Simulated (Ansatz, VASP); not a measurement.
## One calculation of MoS2, two programs

```
S Mo
1.0
     3.12048    0.00000    0.00000
    -1.56024    2.70242    0.00000
     0.00000    0.00000   15.61438
S Mo
2 1
Cartesian
  0.0000 1.8016 14.0598
  0.0000 1.8016 1.5545
  0.0000 0.0000 0.0000
```

Alike in both runs: task relaxation of cell and atoms; functional LDA; k mesh 12 × 12 × 2; occupations gaussian, width 0.02 eV; no spin polarisation.

```csv
,VASP,Ansatz
version,VASP 6.6.1,Ansatz 0.2.0
potentials or method,"VASP PAW LDA potentials, release 64 (S, Mo_sv), cutoff 600 eV","scalar-relativistic, plane waves, PAW"
valence electrons in the cell,26,26
```

VASP gave:

```
gap on the k mesh at the Fermi level, each at its own relaxed structure (eV) : 1.87
relaxed volume (Å³/atom)                                                     : 43.87
relaxed cell length with the largest relative difference (Å)                 : 15.606
```

Question: Estimate Ansatz's values.

Answer: gap on the k mesh at the Fermi level, each at its own relaxed structure (eV): 1.86; relaxed volume (Å³/atom): 43.87; relaxed cell length with the largest relative difference (Å): 15.615.

LDA's correlation is that of Perdew and Zunger in VASP and of Perdew and Wang (1992) in Ansatz.
